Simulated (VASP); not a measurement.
Wanted: the native input for a VASP 6.6.1 run.

| Quantity | Value |
| --- | --- |
| Task | relaxation of the atoms |
| Functional | LDA |
| Potentials or basis | VASP PAW LDA potentials, release 64 (Al) |
| Cutoff | 520 eV |
| k mesh | 5 × 4 × 1 |
| Occupations | gaussian, width 0.1 eV |
| Spin | no spin polarisation |
| Dipole correction | yes |
| Atoms held fixed (from 0) | [0, 1, 2, 3, 4, 5, 6, 7, 8, 9, 10, 11, 12, 13, 14, 15] |
| Further INCAR settings | LREAL = Auto; ALGO = Normal; EDIFF = 1e-07; IBRION = 2; EDIFFG = -0.025; NSW = 36 |
| Atoms held along some axes (from 0) | atom 16 along a and b |

The structure of Al lies in POSCAR:

```
Al
1.0
    5.6343731020      0.0000000000      0.0000000000
    0.0000000000      7.9682068563      0.0000000000
    0.0000000000      0.0000000000     19.6723116275
Al
17
Selective dynamics
Direct
    0.2500000000      0.2500000000      0.2033314679  F F F
    0.2500000000      0.7500000000      0.2033314679  F F F
    0.7500000000      0.2500000000      0.2033314679  F F F
    0.7500000000      0.7500000000      0.2033314679  F F F
    0.0000000000      0.0000000000      0.2749343025  F F F
    0.0000000000      0.5000000000      0.2749343025  F F F
    0.5000000000      0.0000000000      0.2749343025  F F F
    0.5000000000      0.5000000000      0.2749343025  F F F
    0.2500000000      0.2500000000      0.3484027381  F F F
    0.2500000000      0.7500000000      0.3484027381  F F F
    0.7500000000      0.2500000000      0.3484027381  F F F
    0.7500000000      0.7500000000      0.3484027381  F F F
    0.0000000000      0.0000000000      0.4154220298  F F F
    0.0000000000      0.5000000000      0.4154220298  F F F
    0.5000000000      0.0000000000      0.4154220298  F F F
    0.5000000000      0.5000000000      0.4154220298  F F F
    0.2500000000      0.2500000000      0.4900223557  F F T
```

These files were run (other wordings do the same):

INCAR

```
PREC = Accurate
ENCUT = 520
EDIFF = 1E-7
ISMEAR = 0
SIGMA = 0.1
LREAL = Auto
LASPH = True
NELM = 60
ALGO = Normal
ISIF = 2
LWAVE = False
LCHARG = False
LDIPOL = True
IDIPOL = 3
DIPOL = 0.5 0.5 0.321
GGA = CA
IBRION = 2
NSW = 36
EDIFFG = -0.025
KPAR = 4
```

KPOINTS

```
Automatic mesh
0
Gamma
  5 4 1
```

Potentials or basis: VASP PAW LDA potentials, release 64 (Al).

Launch:

```bash
$ cat potpaw_LDA.64/Al/POTCAR > POTCAR
$ mpirun -np 4 vasp_std > vasp.out
```

Results of the run:

- Energy gained by relaxing: 1.2 meV/atom
- Ionic steps: 5
- Band gap on the k mesh: zero (an odd number of electrons rules out a gap without spin polarisation)

Run time: 9.4 min on 4 MPI ranks on Intel(R) Xeon(R) Platinum 8488C (Sapphire Rapids), with other jobs on the host, peak memory 0.65 GiB a rank.
